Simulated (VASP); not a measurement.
Write the native input for VASP 6.6.1 that does the following.

| Item | Value |
| --- | --- |
| Task | single point |
| Functional | PBEsol |
| Potentials or basis | VASP PAW PBE potentials, release 64 (Ga_d, P) |
| Cutoff | 520 eV |
| k mesh | 10 × 10 × 10 |
| Occupations | gaussian, width 0.05 eV |
| Spin | no spin polarisation |
| Dipole correction | no |
| Further INCAR settings | ALGO = Normal; EDIFF = 1e-07; NBANDS = 16 |

The structure of GaP lies in POSCAR:

```
GaP
1.0
    0.0000000000      2.6701862026      2.8166521124
    2.8166521124      0.0000000000      2.8166521124
    2.8166521124      2.6701862026      0.0000000000
Ga P
1 1
Direct
    0.0000000000      0.0000000000      0.0000000000
    0.7500000000      0.7500000000      0.7500000000
```

This cell differs from its parent crystal: volume 21.184 Å^3 an atom, c/a of the conventional cell 0.9480.

These files were run (other wordings do the same):

INCAR

```
ALGO     = Normal         # electronic algorithm
EDIFF    = 1E-7           # SCF threshold, eV
ENCUT    = 520            # plane-wave cutoff, eV
GGA      = PS             # functional
ISIF     = 2              # what is computed and relaxed
ISMEAR   = 0              # smearing method
LASPH    = True           # aspherical terms in the spheres
LCHARG   = False          # write CHGCAR
LREAL    = False          # projectors in reciprocal space
LWAVE    = False          # write WAVECAR
NBANDS   = 16             # bands
NELM     = 60             # most SCF steps
PREC     = Accurate       # precision mode
SIGMA    = 0.05           # smearing width, eV
```

KPOINTS

```
k-points
0
Gamma
  10 10 10
```

Potentials or basis: VASP PAW PBE potentials, release 64 (Ga_d, P).

Command:

```bash
$ cat potpaw_PBE.64/Ga_d/POTCAR potpaw_PBE.64/P/POTCAR > POTCAR
$ mpirun -np 1 vasp_std > vasp.out
```

Results of the run:

```
Pressure               : -4.0 GPa
Band gap on the k mesh : 1.07 eV, indirect (least direct gap 1.18 eV)
```

Caveat: the PAW data sets were made with another functional, which shifts forces and pressure a little.

It took 78 s on 1 thread of Intel(R) Xeon(R) Platinum 8259CL CPU @ 2.50GHz (Skylake/Cascade Lake) (shared host), peak memory 0.21 GiB.
